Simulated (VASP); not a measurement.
TlCl:

```
Tl Cl
1.0
     3.79363    0.00000    0.00000
     0.00000    3.79363    0.00000
     0.00000    0.00000    3.79363
Tl Cl
1 1
Direct
  0.00000 0.00000 0.00000
  0.50000 0.50000 0.50000
```

Base run:

| Quantity | Value |
| --- | --- |
| Program | VASP 6.6.1 |
| Functional | r2SCAN |
| Potentials or basis | VASP PAW PBE potentials, release 64 (Tl_d, Cl) |
| Cutoff | 550 eV |
| k mesh | 4 × 4 × 4 |
| Occupations | gaussian, width 0.01 eV |
| Spin | no spin polarisation |

Its results: band gap on the k mesh 2.42 eV, direct; pressure 1.1 GPa.

After a change of settings the same cell gave: band gap on the k mesh 3.43 eV, direct; pressure 1.6 GPa. Which change was it?
A. functional from r2SCAN to PBE0; cutoff from 550 eV to 400 eV
B. functional from r2SCAN to PBE; cutoff from 550 eV to 500 eV
C. functional from r2SCAN to PBE; cutoff from 550 eV to 500 eV; k mesh from 4 × 4 × 4 to 8 × 8 × 8

A.

PBE0 gives the wider gap, since exact exchange removes part of the self-interaction.

Caveats: the PAW data sets were made with another functional, which shifts forces and pressure a little; spin-orbit coupling is left out, which moves the levels of the heavy elements.
